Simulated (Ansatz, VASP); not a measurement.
## InP in VASP and in Ansatz

```xyz
2
Lattice="0.0000 2.9538 2.9538 2.8061 0.0000 2.9538 2.8061 2.9538 0.0000" Properties=species:S:1:pos:R:3 pbc="T T T"
In    0.0000    0.0000    0.0000
P     1.4030    1.4769    1.4769
```

Change from the starting cell: uniaxial_x strain -5.0%.

Alike in both runs: task single point; functional r2SCAN; k mesh 8 × 8 × 8; no spin polarisation.

```csv
,VASP,Ansatz
version,VASP 6.6.1,Ansatz 0.2.0
potentials or method,"VASP PAW PBE potentials, release 64 (In_d, P)","plane waves, PAW"
plane-wave cutoff (eV),520,500
occupations,"gaussian, width 0.01 eV",fixed
valence electrons in the cell,18,18
```

```csv
,VASP,Ansatz,Ansatz less VASP
gap on the k mesh at the Fermi level (eV),1.16,1.16,-0.005
pressure (GPa),3.7,3.8,+0.12
"traceless stress, the component that is largest in VASP (GPa)",1.31,1.29,-0.015
```

VASP's potentials were made for PBE, not for r2SCAN.
